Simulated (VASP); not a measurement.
# Ni (P6_3/mmc) in VASP: a series of runs

The runs below take Ni through single point, with r2SCAN.

Everything below comes from runs of VASP 6.6.1. Logs are shortened: lines on timing, memory, paths and dates and some standing lists are left out, and cuts for length are marked.

### 1 The cell of the first run

Symmetry: P6_3/mmc, No. 194, hexagonal system. The conventional cell has a = 2.415 Å, b = 2.415 Å, c = 4.018 Å, α = 90.00°, β = 90.00°, γ = 120.00°. Within 3.2 Å of Ni (site symmetry -6m2) lie 12 Ni at 2.41 to 2.45 Å.

This isn't the form of Ni at room conditions, which is fcc.

### 2 Single point, r2SCAN, collinear spin, ferromagnetic start

POSCAR reads:

```
Ni
1.0
    2.4149374537      0.0000000000      0.0000000000
   -1.2074687268      2.0913971830      0.0000000000
    0.0000000000      0.0000000000      4.0177628822
Ni
2
Direct
    0.3333333333      0.6666666667      0.2500000000
    0.6666666667      0.3333333333      0.7500000000
```

INCAR.step1 reads:

```
SYSTEM = Ni
ALGO     = Normal         ! electronic algorithm
EDIFF    = 1E-5           ! SCF threshold, eV
ENCUT    = 760            ! plane-wave cutoff, eV
GGA      = PE             ! functional
GGA_COMPAT= .FALSE.      
ISMEAR   = 1              ! smearing method
ISPIN    = 2              ! spin polarisation
LASPH    = .TRUE.         ! aspherical terms in the spheres
LCHARG   = .FALSE.        ! write CHGCAR
LMAXMIX  = 4              ! l up to which the mixer works
LREAL    = .FALSE.        ! projectors in reciprocal space
LWAVE    = .TRUE.         ! write WAVECAR
MAGMOM   = 1.5 1.5        ! initial moments
NBANDS   = 29             ! bands
NELM     = 200            ! most SCF steps
PREC     = Accurate       ! precision mode
SIGMA    = 0.02           ! smearing width, eV
```

INCAR.step2 reads:

```
SYSTEM = Ni
ALGO     = Normal         ! electronic algorithm
EDIFF    = 1E-6           ! SCF threshold, eV
ENCUT    = 760            ! plane-wave cutoff, eV
GGA_COMPAT= .FALSE.      
ISIF     = 2              ! what is computed and relaxed
ISMEAR   = 1              ! smearing method
ISPIN    = 2              ! spin polarisation
ISTART   = 1            
LASPH    = .TRUE.         ! aspherical terms in the spheres
LCHARG   = .FALSE.        ! write CHGCAR
LMAXMIX  = 4              ! l up to which the mixer works
LMIXTAU  = .TRUE.       
LORBIT   = 11             ! projections on sites
LREAL    = .FALSE.        ! projectors in reciprocal space
LWAVE    = .FALSE.        ! write WAVECAR
MAGMOM   = 1.5 1.5        ! initial moments
METAGGA  = R2SCAN         ! meta-GGA
NBANDS   = 29             ! bands
NELM     = 200            ! most SCF steps
PREC     = Accurate       ! precision mode
SIGMA    = 0.02           ! smearing width, eV
```

KPOINTS reads:

```
k-points
0
G
  13 13 7
  0 0 0
```

Potentials or basis: VASP PAW PBE potentials, release 64 (Ni_sv_GW).

Run with:

```sh
$ cat potpaw_PBE.64/Ni_sv_GW/POTCAR > POTCAR
$ cp INCAR.step1 INCAR
$ mpirun -np 1 vasp_std > vasp.out
$ cp INCAR.step2 INCAR
$ mpirun -np 1 vasp_std > vasp.out
```

OUTCAR:

```text
SYSTEM = Ni
   EDIFF = 1E-6
   ENCUT = 760
   ISIF = 2
   ISMEAR = 1
   ISPIN = 2
   ISTART = 1
   LASPH = .TRUE.
   LORBIT = 11
   LREAL = .FALSE.
   METAGGA = R2SCAN
   NELM = 200
   PREC = Accurate

 ion  position               nearest neighbor table
   1  0.333  0.667  0.250-   2 2.45   2 2.45   2 2.45   2 2.45   2 2.45   2 2.45
   2  0.667  0.333  0.750-   1 2.45   1 2.45   1 2.45   1 2.45   1 2.45   1 2.45

  LATTYP: Found a hexagonal cell.
 ALAT       =     2.4149374537
 C/A-ratio  =     1.6637130192

  Lattice vectors:

 A1 = (   2.4149374537,   0.0000000000,   0.0000000000)
 A2 = (  -1.2074687268,   2.0913971830,   0.0000000000)
 A3 = (   0.0000000000,   0.0000000000,   4.0177628822)

Analysis of symmetry for initial positions (statically):
=====================================================================
 Subroutine PRICEL returns:
 Original cell was already a primitive cell.

 Routine SETGRP: Setting up the symmetry group for a
 hexagonal supercell.

 Subroutine GETGRP returns: Found 24 space group operations
 (whereof 12 operations were pure point group operations)
 out of a pool of 24 trial point group operations.

The static configuration has the point symmetry D_3d.
 The point group associated with its full space group is D_6h.

Analysis of symmetry for dynamics (positions and initial velocities):
=====================================================================
 Subroutine PRICEL returns:
 Original cell was already a primitive cell.

 Routine SETGRP: Setting up the symmetry group for a
 hexagonal supercell.

 Subroutine GETGRP returns: Found 24 space group operations
 (whereof 12 operations were pure point group operations)
 out of a pool of 24 trial point group operations.

The dynamic configuration has the point symmetry D_3d.
 The point group associated with its full space group is D_6h.

Analysis of structural, dynamic, and magnetic symmetry:
=====================================================================
 Subroutine PRICEL returns:
 Original cell was already a primitive cell.

 Routine SETGRP: Setting up the symmetry group for a
 hexagonal supercell.

 Subroutine GETGRP returns: Found 24 space group operations
 (whereof 12 operations were pure point group operations)
 out of a pool of 24 trial point group operations.

The overall configuration has the point symmetry D_3d.
 The point group associated with its full space group is D_6h.

 Subroutine INISYM returns: Found 24 space group operations
 (whereof 12 operations are pure point group operations),
 and found     1 'primitive' translations

----------------------------------------------------------------------------------------

                                     Primitive cell

  volume of cell :      20.2921

  direct lattice vectors                    reciprocal lattice vectors
     2.414937454  0.000000000  0.000000000     0.414089399  0.239074626  0.000000000
    -1.207468727  2.091397183  0.000000000     0.000000000  0.478149253  0.000000000
     0.000000000  0.000000000  4.017762882     0.000000000  0.000000000  0.248894728

  length of vectors
     2.414937454  2.414937453  4.017762882     0.478149253  0.478149253  0.248894728

  position of ions in fractional coordinates (direct lattice)
     0.333333333  0.666666667  0.250000000
     0.666666667  0.333333333  0.750000000

  ion indices of the primitive-cell ions
   primitive index   ion index
                 1           1
                 2           2

----------------------------------------------------------------------------------------

 KPOINTS: k-points

Automatic generation of k-mesh.
 Grid dimensions read from file:
 generate k-points for:   13   13    7

 Generating k-lattice:

  Cartesian coordinates                     Fractional coordinates (reciprocal lattice)
     0.031853031  0.018390356  0.000000000     0.076923077 -0.000000000  0.000000000
     0.000000000  0.036780712  0.000000000     0.000000000  0.076923077  0.000000000
     0.000000000  0.000000000  0.035556390     0.000000000  0.000000000  0.142857143

  Length of vectors
     0.036780712  0.036780712  0.035556390

  Shift w.r.t. Gamma in fractional coordinates (k-lattice)
     0.000000000  0.000000000  0.000000000

 Subroutine IBZKPT returns following result:
 ===========================================

 Found     84 irreducible k-points:

 Following reciprocal coordinates:
            Coordinates               Weight
  0.000000  0.000000  0.000000      1.000000
  0.076923  0.000000  0.000000      6.000000
  0.153846  0.000000  0.000000      6.000000
  0.230769 -0.000000  0.000000      6.000000
  0.307692  0.000000  0.000000      6.000000
  0.384615 -0.000000  0.000000      6.000000
[... 16 lines left out ...]
  0.076923  0.000000  0.142857     12.000000
  0.153846  0.000000  0.142857     12.000000
 [... further k-points ...]
   k-points           NKPTS =     84   k-points in BZ     NKDIM =     84   number of bands    NBANDS=     29
   number of dos      NEDOS =    301   number of ions     NIONS =      2
   total plane-waves  NPLWV =  20736
   dimension x,y,z NGX =    24 NGY =   24 NGZ =   36
   dimension x,y,z NGXF=    48 NGYF=   48 NGZF=   72
   ions per type =               2
   NGX,Y,Z   is equivalent  to a cutoff of  16.52, 16.52, 14.90 a.u.
   NGXF,Y,Z  is equivalent  to a cutoff of  33.04, 33.04, 29.79 a.u.
 SYSTEM =  Ni
   PREC   = accura    normal or accurate (medium, high low for compatibility)
   ISTART =      1    job   : 0-new  1-cont  2-samecut
   ICHARG =      0    charge: 1-file 2-atom 10-const
   ISPIN  =      2    spin polarized calculation?
   LNONCOLLINEAR =      F non collinear calculations
   LSORBIT =      F    spin-orbit coupling
   LASPH  =      T    aspherical Exc in radial PAW
   ENCUT  =  760.0 eV  55.86 Ry    7.47 a.u.   5.43  5.43  9.03*2*pi/ulx,y,z
   NELM   =    200;   NELMIN=  2; NELMDL=  0     # of ELM steps
   EDIFF  = 0.1E-05   stopping-criterion for ELM
   LREAL  =      F    real-space projection
   EDIFFG = 0.1E-04   stopping-criterion for IOM
   NSW    =      0    number of steps for IOM
   IBRION =     -1    ionic relax: 0-MD 1-quasi-New 2-CG
   NFREE  =      0    steps in history (QN), initial steepest desc. (CG)
   ISIF   =      2    stress and relaxation
   ISYM   =      2    0-nonsym 1-usesym 2-fastsym
   POTIM  = 0.5000    time-step for ionic-motion
   TEBEG  =    0.0;   TEEND  =   0.0 temperature during run
   PSTRESS=    0.0 pullay stress
   NELECT =      36.0000    total number of electrons
   NUPDOWN=      -1.0000    fix difference up-down
   EMIN   =  10.00;   EMAX   =-10.00  energy-range for DOS
   EFERMI =   0.00;   METHOD = LEGACY
   ISMEAR =     1;   SIGMA  =   0.02  broadening in eV -4-tet -1-fermi 0-gaus
   EFERMI_NEDOS =   21; number of points for ismear=-14 and -15
   IALGO  =     38    algorithm
   IMIX   =      4    mixing-type and parameters
     AMIX     =   0.40;   BMIX     =  1.00
     AMIX_MAG =   1.60;   BMIX_MAG =  1.00
  volume/ion in A,a.u.               =      10.15        68.47
  Fermi-wavevector in a.u.,A,eV,Ry     =   1.981832  3.745119 53.439014  3.927657
  Thomas-Fermi vector in A             =   3.001838
   LORBIT       =     11    0 simple, 1 ext, 2 COOP (PROOUT), +10 PAW based schemes
   METAGGA = R2SCAN    functional components
   LHFCALC =     F    Hartree Fock is set to
   AEXX    =    0.0000 exact exchange contribution
   IVDW    =     0    specifies the selected vdW correction
   LEPSILON=     F    determine dielectric tensor
   LRPA    =     F    only Hartree local field effects (RPA)
 spin polarized calculation
 Methfessel and Paxton  Order N= 1 SIGMA  =   0.02
  energy-cutoff  :      760.00
  volume of cell :       20.29
 maximum number of plane-waves:       996
 NGX is ok and might be reduce to    24
   NGX = 11   NGY = 11   NGZ = 19

 number of electron      35.9999997 magnetization       1.3525364

 Free energy of the ion-electron system (eV)
  ---------------------------------------------------
  ext. energy  EPLUGINS =         0.00000000
  ---------------------------------------------------
  free energy    TOTEN  =       -25.69529224 eV

  energy without entropy =      -25.69533288  energy(sigma->0) =      -25.69530579

 E-fermi :   8.6447     XC(G=0): -15.6163

 val. band max:        8.6433948227   @ k =   0.2308   0.1538   0.1429
 cond. band min:       8.6460299807   @ k =   0.3846  -0.0000   0.0000
 fundamental gap:      0.0026351581
 Fermi energy:         8.6446580060

 spin component 1

 k-point     1 :       0.0000    0.0000    0.0000
  band No.  band energies     occupation
      1     -99.1332      1.00000
      2     -99.0900      1.00000
      3     -58.0861      1.00000
      4     -57.9438      1.00000
      5     -57.9438      1.00000
      6     -57.9077      1.00000
[... 21 lines left out ...]
     28      36.7608      0.00000
     29      40.6041      0.00000
[... 705 lines left out ...]
 k-point    24 :       0.1538    0.0000    0.1429
  band No.  band energies     occupation
      1     -99.1216      1.00000
      2     -99.0869      1.00000
      3     -58.0570      1.00000
      4     -57.9885      1.00000
      5     -57.9617      1.00000
      6     -57.9569      1.00000
[... 21 lines left out ...]
     28      38.4632      0.00000
     29      39.6202      0.00000

 [... further k-points ...]

 spin component 2

 k-point     1 :       0.0000    0.0000    0.0000
  band No.  band energies     occupation
      1     -97.8841      1.00000
      2     -97.8384      1.00000
      3     -56.8972      1.00000
      4     -56.6946      1.00000
      5     -56.6946      1.00000
      6     -56.6563      1.00000
[... 21 lines left out ...]
     28      36.9823      0.00000
     29      40.9361      0.00000
[... 705 lines left out ...]
 k-point    24 :       0.1538    0.0000    0.1429
  band No.  band energies     occupation
      1     -97.8719      1.00000
      2     -97.8350      1.00000
      3     -56.8646      1.00000
      4     -56.7439      1.00000
      5     -56.7152      1.00000
      6     -56.7085      1.00000
[... 21 lines left out ...]
     28      38.6159      0.00000
     29      39.7086      0.00000

 [... further k-points ...]

------------------------ aborting loop because EDIFF is reached ----------------------------------------

  FORCE on cell =-STRESS in cart. coord.  units (eV):
  Direction    XX          YY          ZZ          XY          YZ          ZX
  --------------------------------------------------------------------------------------
  -------------------------------------------------------------------------------------
  Total        0.9448877      0.9448877      1.2825813      0.0000000      0.0000000      0.0000000
  in kB       74.6043391     74.6043391    101.2671945      0.0000000      0.0000000      0.0000000
  external PRESSURE =      83.4919576 kB  Pullay stress =       0.0000000 kB

 VOLUME and BASIS-vectors are now :
 -----------------------------------------------------------------------------
  energy-cutoff  :      760.00
  volume of cell :       20.29
      direct lattice vectors                 reciprocal lattice vectors
     2.414937454  0.000000000  0.000000000     0.414089399  0.239074626  0.000000000
    -1.207468727  2.091397183  0.000000000     0.000000000  0.478149253  0.000000000
     0.000000000  0.000000000  4.017762882     0.000000000  0.000000000  0.248894728

 POSITION                                       TOTAL-FORCE (eV/Angst)
 -----------------------------------------------------------------------------------
     -0.00000      1.39426      1.00444         0.000000      0.000000      0.000000
      1.20747      0.69713      3.01332        -0.000000     -0.000000      0.000000
 -----------------------------------------------------------------------------------
    total drift:                               -0.000000      0.000000     -0.000000

  FREE ENERGIE OF THE ION-ELECTRON SYSTEM (eV)
  ---------------------------------------------------
  free  energy   TOTEN  =       -25.6952922381 eV

  energy  without entropy=      -25.6953328812  energy(sigma->0) =      -25.69530579

 total charge

# of ion       s       p       d       f       tot
--------------------------------------------------
    1        2.250   6.337   7.832   0.006  16.425
    2        2.250   6.337   7.832   0.006  16.425
--------------------------------------------------
tot          4.499  12.674  15.664   0.013  32.850

 magnetization (x)

# of ion       s       p       d       f       tot
--------------------------------------------------
    1       -0.003  -0.031   0.773  -0.001   0.739
    2       -0.003  -0.031   0.773  -0.001   0.739
--------------------------------------------------
tot         -0.005  -0.062   1.547  -0.001   1.478
```

Wall time 14 min (1 thread of Intel Xeon Platinum 8488C (Sapphire Rapids), shared host); peak memory 0.29 GiB.

Results:

* Free energy: -25.6953 eV
* Pressure: 8.3 GPa
* Net moment: 1.35 μB per cell
* Site moments: Ni +0.74 μB
* Valence electrons inside the program's atomic spheres: Ni 16.43

Stress tensor (GPa, compression positive):
```
 7.46  0.00  0.00
 0.00  7.46  0.00
 0.00  0.00 10.13
```

Levels at points of the mesh, in eV from the Fermi level:
Spin up:
| k point | band 15 | band 16 | band 17 | band 18 | band 19 | band 20 | band 21 | band 22 | band 23 | band 24 |
| --- | --- | --- | --- | --- | --- | --- | --- | --- | --- | --- |
| (0.00, 0.00, 0.00) | -2.67 | -1.96 | -1.96 | -0.95 | -0.95 | -0.84 | 5.86 | 24.00 | 26.46 | 26.84 |
Spin down:
```
           k point  band 15  band 16  band 17  band 18  band 19  band 20
(0.00, 0.00, 0.00)    -1.52    -1.24    -1.24    -1.02    -0.18    -0.18
```

Caveat: the cell stands under pressure; the PAW data sets were made with another functional, which shifts forces and pressure a little.

### 3 Single point, r2SCAN, collinear spin, ferromagnetic start

This run uses another cell than the first one, of 10.99 Å³/atom.

POSCAR reads:

```
Ni
1.0
    2.4802374219      0.0000000000      0.0000000000
   -1.2401187110      2.1479486143      0.0000000000
    0.0000000000      0.0000000000      4.1264032895
Ni
2
Direct
    0.3333333333      0.6666666667      0.2500000000
    0.6666666667      0.3333333333      0.7500000000
```

INCAR.step1 reads:

```
PREC     = Accurate       # precision mode
ENCUT    = 760            # plane-wave cutoff, eV
ISMEAR   = 1              # smearing method
SIGMA    = 0.02           # smearing width, eV
LREAL    = False          # projectors in reciprocal space
LASPH    = True           # aspherical terms in the spheres
NELM     = 200            # most SCF steps
ISPIN    = 2              # spin polarisation
MAGMOM   = 1.5 1.5        # initial moments
LMAXMIX  = 4              # l up to which the mixer works
NBANDS   = 29             # bands
GGA      = PE             # functional
ALGO     = Normal         # electronic algorithm
EDIFF    = 1E-5           # SCF threshold, eV
LWAVE    = True           # write WAVECAR
LCHARG   = False          # write CHGCAR
GGA_COMPAT= False
```

INCAR.step2 reads:

```
PREC     = Accurate       # precision mode
ENCUT    = 760            # plane-wave cutoff, eV
EDIFF    = 1E-6           # SCF threshold, eV
ISMEAR   = 1              # smearing method
SIGMA    = 0.02           # smearing width, eV
LREAL    = False          # projectors in reciprocal space
LASPH    = True           # aspherical terms in the spheres
NELM     = 200            # most SCF steps
ALGO     = Normal         # electronic algorithm
ISIF     = 2              # what is computed and relaxed
LWAVE    = False          # write WAVECAR
LCHARG   = False          # write CHGCAR
ISPIN    = 2              # spin polarisation
MAGMOM   = 1.5 1.5        # initial moments
LORBIT   = 11             # projections on sites
LMAXMIX  = 4              # l up to which the mixer works
METAGGA  = R2SCAN         # meta-GGA
LMIXTAU  = True         
NBANDS   = 29             # bands
ISTART   = 1            
GGA_COMPAT= False
```

KPOINTS reads:

```
regular mesh
0
Gamma
  13 13 7
```

Potentials or basis: VASP PAW PBE potentials, release 64 (Ni_sv_GW).

Run with:

```sh
$ cat potpaw_PBE.64/Ni_sv_GW/POTCAR > POTCAR
$ cp INCAR.step1 INCAR
$ mpirun -np 1 vasp_std > vasp.out
$ cp INCAR.step2 INCAR
$ mpirun -np 1 vasp_std > vasp.out
```

It took 8.3 min on 1 thread of AMD EPYC 9R45 (Zen 5), shared host; peak memory 0.27 GiB.

Results (log left out):

```yaml
Free_energy: -25.6894 eV
Pressure: -9.1 GPa
Net_moment: 1.35 μB per cell
Site_moments: Ni +0.75 μB
Valence_electrons_inside_the_program's_atomic_spheres: Ni 16.35
```

Stress tensor (GPa, compression positive):
```
-10.29   0.00   0.00
  0.00 -10.29   0.00
  0.00   0.00  -6.77
```

Levels at points of the mesh, in eV from the Fermi level:
Spin up:
| k point | band 17 | band 18 | band 19 | band 20 | band 21 | band 22 |
| --- | --- | --- | --- | --- | --- | --- |
| (0.00, 0.00, 0.00) | -1.86 | -0.96 | -0.96 | -0.68 | 5.25 | 23.31 |
Spin down:
```csv
k point,band 15,band 16,band 17,band 18,band 19,band 20
"(0.00, 0.00, 0.00)",-1.35,-1.16,-1.16,-0.88,-0.21,-0.21
```

Caveat: the cell stands under tension; the PAW data sets were made with another functional, which shifts forces and pressure a little.

(Continued in part 2 of 2.)
